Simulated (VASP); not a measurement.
Crystal: Pr2B.

```
Pr B
1.0
     2.16656   -4.80931    0.00000
     2.16656    4.80931    0.00000
     0.00000    0.00000    6.75475
Pr B
4 2
Direct
  0.00000 0.00000 0.00000
  0.00000 0.00000 0.50000
  0.30686 0.69314 0.75000
  0.69314 0.30686 0.25000
  0.62181 0.37819 0.75000
  0.37819 0.62181 0.25000
```

The cell was built from a structure type or drawn by symmetry, and may not be a known phase.

| Quantity | Value |
| --- | --- |
| Program | VASP 6.6.1 |
| Task | relaxation of cell and atoms |
| Functional | PBE |
| Potentials or basis | VASP PAW PBE potentials, release 64 (Pr_3, B), 4f in core |
| Cutoff | 500 eV |
| k mesh | 4 × 4 × 3 |
| Occupations | gaussian, width 0.2 eV |
| Spin | no spin polarisation |

At the start: pressure 1.5 GPa; volume 23.46 Å³/atom.

How do energy, volume and symmetry change on relaxing?

Over 17 steps the energy falls by 179.5 meV/atom and the volume is 25.58 Å³/atom (+9.1 %); space group Cmcm (No. 63, to 0.1 Å) before and after.

The path:
| step | energy change (eV) | largest force (eV/Å) | pressure (GPa) | volume (Å³) |
| --- | --- | --- | --- | --- |
| 1 | 0.0000 | 0.4475 | 1.54 | 140.76 |
| 2 | -0.0919 | 0.5412 | -0.11 | 145.38 |
| 3 | -0.1837 | 0.7444 | -3.35 | 156.89 |
| 4 | -0.2151 | 0.7686 | -3.44 | 157.50 |
| 5 | -0.3096 | 0.8255 | -3.69 | 159.28 |
| 6 | -0.4797 | 0.8706 | -4.14 | 162.63 |
| 7 | -0.6738 | 0.6445 | -4.64 | 168.46 |
| 8 | -0.8788 | 0.4302 | -3.00 | 162.53 |
| 9 | -1.0000 | 0.4127 | -0.57 | 155.24 |
| 10 | -1.0048 | 0.4088 | 0.13 | 153.40 |
| 11 | -1.0294 | 0.3339 | 0.10 | 153.30 |
| 12 | -1.0609 | 0.1053 | 0.06 | 152.91 |
| 13 | -1.0650 | 0.1046 | 0.04 | 153.07 |
| 14 | -1.0729 | 0.1010 | -0.03 | 153.55 |
| 15 | -1.0690 | 0.0938 | -0.19 | 154.43 |
| 16 | -1.0745 | 0.0989 | -0.08 | 153.87 |
| 17 | -1.0768 | 0.0680 | 0.09 | 153.51 |

Final structure:
```
Pr B
1.0
     1.91800   -6.00488    0.00000
     1.91800    6.00488    0.00000
     0.00000    0.00000    6.66426
Pr B
4 2
Direct
  0.00000 0.00000 0.00000
  0.00000 0.00000 0.50000
  0.27210 0.72790 0.75000
  0.72790 0.27210 0.25000
  0.60968 0.39032 0.75000
  0.39032 0.60968 0.25000
```

Caveat: the k points lie up to 0.43 Å⁻¹ apart in the final cell; a cell axis changed by over 15 % at a fixed basis, so the end point is rough; the relaxation stopped at a loose force limit of 0.08 eV/Å, so its end isn't a converged minimum.
